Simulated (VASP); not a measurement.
**Mo: single point with PBE**

The system is Mo.

```
CELL_PARAMETERS angstrom
-1.58613 1.58613 1.58613
1.58613 -1.58613 1.58613
1.58613 1.58613 -1.58613
ATOMIC_POSITIONS crystal
Mo 0.00000 0.00000 0.00000
```

| Property | Result |
| --- | --- |
| Program | VASP 6.6.1 |
| Task | single point |
| Functional | PBE |
| Potentials or basis | VASP PAW PBE potentials, release 64 (Mo_sv) |
| Cutoff | 520 eV |
| k mesh | 20 × 20 × 20 |
| Occupations | gaussian, width 0.05 eV |
| Spin | no spin polarisation |

```
Pressure               : -2.2 GPa
Band gap on the k mesh : zero (band 7 reaches 16.12 eV, above the bottom of band 8 at 10.93 eV)
```

Levels at points of the mesh, in eV from the Fermi level:
| k point | band 4 | band 5 | band 6 | band 7 | band 8 | band 9 | band 10 | band 11 |
| --- | --- | --- | --- | --- | --- | --- | --- | --- |
| (0.00, 0.00, 0.00) | -34.62 | -7.19 | -1.35 | -1.35 | -1.35 | 1.60 | 1.60 | 14.78 |
| (0.50, 0.00, 0.00) | -34.63 | -5.22 | -3.33 | 1.53 | 1.62 | 2.23 | 4.57 | 11.30 |
| (0.50, 0.50, 0.50) | -35.52 | -5.30 | -5.30 | 3.84 | 3.84 | 3.84 | 8.88 | 8.88 |

Wall time 41 s on 1 thread of AMD EPYC 7R43 64-Core Processor (Zen 3), with other jobs on the host, peak memory 0.12 GiB.
